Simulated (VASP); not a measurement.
# Li2Ta (P6/mmm) in VASP: further runs

Runs on Li2Ta. Level: PBE. Tasks: single point, relaxation of cell and atoms.

Program: VASP 6.6.1. These are calculated values, not measurements. Logs are shortened: lines on timing, memory, paths and dates and some standing lists are left out, and cuts for length are marked.

## Step 1: The cell of the first run

It takes space group P6/mmm (No. 191, hexagonal). Conventional cell: a = 3.140 Å, b = 3.140 Å, c = 4.870 Å, α = 90.00°, β = 90.00°, γ = 120.00°. Within 2.4 Å of Li (site symmetry -6m2) lie 3 Li at 1.81 Å. Ta (site symmetry 6/mmm) has 12 Li at 3.04 Å and 6 Ta at 3.14 Å within 4.0 Å.

## Step 2: Single point, PBE

File INCAR:

```
SYSTEM = Li2Ta
  PREC = Accurate
  ENCUT = 520
  EDIFF = 1E-6
  ISMEAR = 0
  SIGMA = 0.1
  LREAL = .FALSE.
  LASPH = .TRUE.
  NELM = 80
  ALGO = Fast
  ISIF = 2
  LWAVE = .FALSE.
  LCHARG = .FALSE.
  GGA = PE
  NBANDS = 16
```

File KPOINTS:

```
Automatic mesh
0
G
  6 6 6
  0 0 0
```

File POSCAR:

```
Li2Ta
1.0
    3.1399841393      0.0000000000      0.0000000000
   -1.5699920697      2.7193060321      0.0000000000
    0.0000000000      0.0000000000      4.8699142527
Li Ta
2 1
Direct
    0.3333333333      0.6666666667      0.5000000000
    0.6666666667      0.3333333333      0.5000000000
    0.0000000000      0.0000000000      0.0000000000
```

Potentials or basis: VASP PAW PBE potentials, release 64 (Li_sv, Ta_pv).

The run is started by

```
$ cat potpaw_PBE.64/Li_sv/POTCAR potpaw_PBE.64/Ta_pv/POTCAR > POTCAR
$ mpirun -np 1 vasp_std > vasp.out
```

OUTCAR:

```text
SYSTEM = Li2Ta
   PREC = Accurate
   ENCUT = 520
   EDIFF = 1E-6
   ISMEAR = 0
   LREAL = .FALSE.
   LASPH = .TRUE.
   NELM = 80
   ISIF = 2
   GGA = PE

 ion  position               nearest neighbor table
   1  0.333  0.667  0.500-   2 1.81   2 1.81   2 1.81   3 3.04   3 3.04   3 3.04   3 3.04   3 3.04
                             3 3.04
   2  0.667  0.333  0.500-   1 1.81   1 1.81   1 1.81   3 3.04   3 3.04   3 3.04   3 3.04   3 3.04
                             3 3.04
   3  0.000  0.000  0.000-   1 3.04   2 3.04   1 3.04   2 3.04   2 3.04   2 3.04   1 3.04   1 3.04
                             2 3.04   2 3.04   1 3.04   1 3.04

  LATTYP: Found a hexagonal cell.
 ALAT       =     3.1399841393
 C/A-ratio  =     1.5509359400

  Lattice vectors:

 A1 = (   3.1399841393,   0.0000000000,   0.0000000000)
 A2 = (  -1.5699920697,   2.7193060321,   0.0000000000)
 A3 = (   0.0000000000,   0.0000000000,   4.8699142527)

Analysis of symmetry for initial positions (statically):
=====================================================================
 Subroutine PRICEL returns:
 Original cell was already a primitive cell.

 Routine SETGRP: Setting up the symmetry group for a
 hexagonal supercell.

 Subroutine GETGRP returns: Found 24 space group operations
 (whereof 24 operations were pure point group operations)
 out of a pool of 24 trial point group operations.

The static configuration has the point symmetry D_6h.

Analysis of symmetry for dynamics (positions and initial velocities):
=====================================================================
 Subroutine PRICEL returns:
 Original cell was already a primitive cell.

 Routine SETGRP: Setting up the symmetry group for a
 hexagonal supercell.

 Subroutine GETGRP returns: Found 24 space group operations
 (whereof 24 operations were pure point group operations)
 out of a pool of 24 trial point group operations.

The dynamic configuration has the point symmetry D_6h.

 Subroutine INISYM returns: Found 24 space group operations
 (whereof 24 operations are pure point group operations),
 and found     1 'primitive' translations

----------------------------------------------------------------------------------------

                                     Primitive cell

  volume of cell :      41.5821

  direct lattice vectors                    reciprocal lattice vectors
     3.139984139  0.000000000  0.000000000     0.318472946  0.183870441  0.000000000
    -1.569992070  2.719306032  0.000000000     0.000000000  0.367740882  0.000000000
     0.000000000  0.000000000  4.869914253     0.000000000  0.000000000  0.205342425

  length of vectors
     3.139984139  3.139984139  4.869914253     0.367740882  0.367740882  0.205342425

  position of ions in fractional coordinates (direct lattice)
     0.333333333  0.666666667  0.500000000
     0.666666667  0.333333333  0.500000000
     0.000000000  0.000000000  0.000000000

  ion indices of the primitive-cell ions
   primitive index   ion index
                 1           1
                 2           2
                 3           3

----------------------------------------------------------------------------------------

 KPOINTS: Automatic mesh

Automatic generation of k-mesh.
 Grid dimensions read from file:
 generate k-points for:    6    6    6

 Generating k-lattice:

  Cartesian coordinates                     Fractional coordinates (reciprocal lattice)
     0.053078824  0.030645074  0.000000000     0.166666667 -0.000000000  0.000000000
     0.000000000  0.061290147  0.000000000     0.000000000  0.166666667  0.000000000
     0.000000000  0.000000000  0.034223737     0.000000000  0.000000000  0.166666667

  Length of vectors
     0.061290147  0.061290147  0.034223737

  Shift w.r.t. Gamma in fractional coordinates (k-lattice)
     0.000000000  0.000000000  0.000000000

 Subroutine IBZKPT returns following result:
 ===========================================

 Found     28 irreducible k-points:

 Following reciprocal coordinates:
            Coordinates               Weight
  0.000000  0.000000  0.000000      1.000000
  0.166667  0.000000  0.000000      6.000000
  0.333333  0.000000  0.000000      6.000000
  0.500000  0.000000  0.000000      3.000000
  0.166667  0.166667  0.000000      6.000000
  0.333333  0.166667  0.000000     12.000000
[... 16 lines left out ...]
  0.166667  0.000000  0.500000      6.000000
  0.333333  0.000000  0.500000      6.000000
 [... further k-points ...]
   k-points           NKPTS =     28   k-points in BZ     NKDIM =     28   number of bands    NBANDS=     16
   number of dos      NEDOS =    301   number of ions     NIONS =      3
   total plane-waves  NPLWV =  20736
   dimension x,y,z NGX =    24 NGY =   24 NGZ =   36
   dimension x,y,z NGXF=    48 NGYF=   48 NGZF=   72
   ions per type =               2   1
   NGX,Y,Z   is equivalent  to a cutoff of  12.71, 12.71, 12.29 a.u.
   NGXF,Y,Z  is equivalent  to a cutoff of  25.41, 25.41, 24.58 a.u.
 SYSTEM =  Li2Ta
   PREC   = accura    normal or accurate (medium, high low for compatibility)
   ISTART =      0    job   : 0-new  1-cont  2-samecut
   ICHARG =      2    charge: 1-file 2-atom 10-const
   ISPIN  =      1    spin polarized calculation?
   LNONCOLLINEAR =      F non collinear calculations
   LSORBIT =      F    spin-orbit coupling
   LASPH  =      T    aspherical Exc in radial PAW
   ENCUT  =  520.0 eV  38.22 Ry    6.18 a.u.   5.84  5.84  9.05*2*pi/ulx,y,z
   NELM   =     80;   NELMIN=  2; NELMDL= -5     # of ELM steps
   EDIFF  = 0.1E-05   stopping-criterion for ELM
   LREAL  =      F    real-space projection
   EDIFFG = 0.1E-04   stopping-criterion for IOM
   NSW    =      0    number of steps for IOM
   IBRION =     -1    ionic relax: 0-MD 1-quasi-New 2-CG
   NFREE  =      0    steps in history (QN), initial steepest desc. (CG)
   ISIF   =      2    stress and relaxation
   ISYM   =      2    0-nonsym 1-usesym 2-fastsym
   POTIM  = 0.5000    time-step for ionic-motion
   TEBEG  =    0.0;   TEEND  =   0.0 temperature during run
   PSTRESS=    0.0 pullay stress
   NELECT =      17.0000    total number of electrons
   NUPDOWN=      -1.0000    fix difference up-down
   EMIN   =  10.00;   EMAX   =-10.00  energy-range for DOS
   EFERMI =   0.00;   METHOD = LEGACY
   ISMEAR =     0;   SIGMA  =   0.10  broadening in eV -4-tet -1-fermi 0-gaus
   EFERMI_NEDOS =   21; number of points for ismear=-14 and -15
   IALGO  =     68    algorithm
   IMIX   =      4    mixing-type and parameters
     AMIX     =   0.40;   BMIX     =  1.00
     AMIX_MAG =   1.60;   BMIX_MAG =  1.00
  volume/ion in A,a.u.               =      13.86        93.54
  Fermi-wavevector in a.u.,A,eV,Ry     =   1.215035  2.296084 20.086424  1.476310
  Thomas-Fermi vector in A             =   2.350435
   LORBIT       =      0    0 simple, 1 ext, 2 COOP (PROOUT), +10 PAW based schemes
   GGA     = PE    functional components
   LHFCALC =     F    Hartree Fock is set to
   AEXX    =    0.0000 exact exchange contribution
   IVDW    =     0    specifies the selected vdW correction
   LEPSILON=     F    determine dielectric tensor
   LRPA    =     F    only Hartree local field effects (RPA)
 non-spin polarized calculation
 RMM-DIIS sequential band-by-band and
 Gauss-broadening in eV      SIGMA  =   0.10
  energy-cutoff  :      520.00
  volume of cell :       41.58
 maximum number of plane-waves:      1136
 NGX is ok and might be reduce to    24
   NGX = 11   NGY = 11   NGZ = 19

 number of electron      17.0000010 magnetization

 Free energy of the ion-electron system (eV)
  ---------------------------------------------------
  ext. energy  EPLUGINS =         0.00000000
  ---------------------------------------------------
  free energy    TOTEN  =       -13.03599957 eV

  energy without entropy =      -13.02191983  energy(sigma->0) =      -13.02895970

 E-fermi :   3.6617     XC(G=0): -10.4470

 val. band max:        3.6176105554   @ k =   0.3333   0.1667   0.0000
 cond. band min:       3.6719768117   @ k =   0.1667   0.1667   0.3333
 fundamental gap:      0.0543662564
 Fermi energy:         3.6617469305

 k-point     1 :       0.0000    0.0000    0.0000
  band No.  band energies     occupation
      1     -43.2721      2.00000
      2     -42.2877      2.00000
      3     -30.7065      2.00000
      4     -30.3482      2.00000
      5     -30.3482      2.00000
      6      -2.3323      2.00000
[... 8 lines left out ...]
     15      13.1059      0.00000
     16      15.4552      0.00000

 k-point     2 :       0.1667    0.0000    0.0000
  band No.  band energies     occupation
      1     -43.2139      2.00000
      2     -42.3461      2.00000
      3     -30.6906      2.00000
      4     -30.4630      2.00000
      5     -30.3755      2.00000
      6      -1.6429      2.00000
[... 8 lines left out ...]
     15      11.3244      0.00000
     16      16.5340      0.00000

 k-point     3 :       0.3333    0.0000    0.0000
  band No.  band energies     occupation
      1     -43.0638      2.00000
      2     -42.4964      2.00000
      3     -30.6863      2.00000
      4     -30.6588      2.00000
      5     -30.4296      2.00000
      6      -0.1912      2.00000
[... 8 lines left out ...]
     15      10.9740      0.00000
     16      13.9366      0.00000

 k-point     4 :       0.5000    0.0000    0.0000
  band No.  band energies     occupation
      1     -42.9434      2.00000
      2     -42.6170      2.00000
      3     -30.7950      2.00000
      4     -30.6428      2.00000
      5     -30.4564      2.00000
      6       0.4959      2.00000
[... 8 lines left out ...]
     15      11.1746      0.00000
     16      13.1854      0.00000
[... 324 lines left out ...]
 k-point    22 :       0.0000    0.0000    0.5000
  band No.  band energies     occupation
      1     -43.2725      2.00000
      2     -42.2878      2.00000
      3     -30.7060      2.00000
      4     -30.3482      2.00000
      5     -30.3482      2.00000
      6      -2.1547      2.00000
[... 8 lines left out ...]
     15      12.6042      0.00000
     16      14.3316      0.00000

 k-point    23 :       0.1667    0.0000    0.5000
  band No.  band energies     occupation
      1     -43.2141      2.00000
      2     -42.3461      2.00000
      3     -30.6906      2.00000
      4     -30.4631      2.00000
      5     -30.3754      2.00000
      6      -1.3568      2.00000
[... 8 lines left out ...]
     15      13.5957      0.00000
     16      13.7319      0.00000

 k-point    24 :       0.3333    0.0000    0.5000
  band No.  band energies     occupation
      1     -43.0638      2.00000
      2     -42.4965      2.00000
      3     -30.6866      2.00000
      4     -30.6598      2.00000
      5     -30.4295      2.00000
      6       0.4166      2.00000
[... 8 lines left out ...]
     15      11.7371      0.00000
     16      14.3262      0.00000

 [... further k-points ...]
[... 5 lines left out ...]
  --------------------------------------------------------------------------------------
  -------------------------------------------------------------------------------------
  Total       -0.0005964     -0.0005964     -0.0760217      0.0000000      0.0000000      0.0000000
  in kB       -0.0229805     -0.0229805     -2.9291486      0.0000000      0.0000000      0.0000000
  external PRESSURE =      -0.9917032 kB  Pullay stress =       0.0000000 kB

 VOLUME and BASIS-vectors are now :
 -----------------------------------------------------------------------------
  energy-cutoff  :      520.00
  volume of cell :       41.58
      direct lattice vectors                 reciprocal lattice vectors
     3.139984139  0.000000000  0.000000000     0.318472946  0.183870441  0.000000000
    -1.569992070  2.719306032  0.000000000     0.000000000  0.367740882  0.000000000
     0.000000000  0.000000000  4.869914253     0.000000000  0.000000000  0.205342425

 POSITION                                       TOTAL-FORCE (eV/Angst)
 -----------------------------------------------------------------------------------
     -0.00000      1.81287      2.43496        -0.000000      0.000000      0.000000
      1.56999      0.90644      2.43496         0.000000      0.000000     -0.000000
      0.00000      0.00000      0.00000         0.000000      0.000000      0.000000
 -----------------------------------------------------------------------------------
    total drift:                                0.000000      0.000000      0.000000

  FREE ENERGIE OF THE ION-ELECTRON SYSTEM (eV)
  ---------------------------------------------------
  free  energy   TOTEN  =       -13.0359995680 eV

  energy  without entropy=      -13.0219198334  energy(sigma->0) =      -13.02895970
```

Wall time 17 s (1 thread of Intel Xeon Platinum 8375C at 2.90GHz (Ice Lake), shared host); peak memory 0.16 GiB.

Results:

- Free energy: -13.0360 eV

Caveat: the k points lie up to 0.39 Å⁻¹ apart; the cutoff is under 1.25 times the usual one of these potentials, so pressure, stress and relaxed cells hold a basis-set (Pulay) error; spin-orbit coupling is left out, which moves the levels of the heavy elements.

(Continued in part 2 of 2.)
